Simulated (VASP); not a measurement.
Set up this calculation in VASP 6.6.1, as the native input.

```yaml
Task: single point
Functional: PBE
Potentials_or_basis: VASP PAW PBE potentials, release 64 (In_d, P)
Cutoff: 500 eV
k_mesh: 8 × 8 × 8
Occupations: fermi-dirac, width 0.01 eV
Spin: no spin polarisation
Dipole_correction: no
Further_INCAR_settings: ALGO = Normal; EDIFF = 1e-06; NBANDS = 16
```

The structure of InP lies in POSCAR:

```
InP
1.0
    0.0000000000      2.9541317352      2.9541317352
    2.9541317352      0.0000000000      2.9541317352
    2.9541317352      2.9541317352      0.0000000000
In P
1 1
Direct
    0.0000000000      0.0000000000      0.0000000000
    0.7500000000      0.7500000000      0.7500000000
```

The input as run:

INCAR

```
SYSTEM = InP
PREC = Accurate ; ENCUT = 500
EDIFF = 1E-6 ; ISMEAR = -1
SIGMA = 0.01 ; LREAL = .FALSE.
LASPH = .TRUE. ; NELM = 120
ALGO = Normal ; ISIF = 2
LWAVE = .FALSE. ; LCHARG = .FALSE.
GGA = PE ; NBANDS = 16
GGA_COMPAT = .FALSE.
```

KPOINTS

```
Automatic mesh
0
G
  8 8 8
  0 0 0
```

Potentials or basis: VASP PAW PBE potentials, release 64 (In_d, P).

The run is started by

```bash
$ cat potpaw_PBE.64/In_d/POTCAR potpaw_PBE.64/P/POTCAR > POTCAR
$ mpirun -np 1 vasp_std > vasp.out
```

It gave:

| Property | Result |
| --- | --- |
| Pressure | 1.6 GPa |
| Band gap on the k mesh | 0.58 eV |

Caveat: semilocal functionals underestimate gaps, and a narrow one can read as zero; spin-orbit coupling is left out, which moves the levels of the heavy elements.

It took 16 s on 1 thread of AMD EPYC 7R13 Processor (Zen 3), with other jobs on the host, peak memory 0.14 GiB.
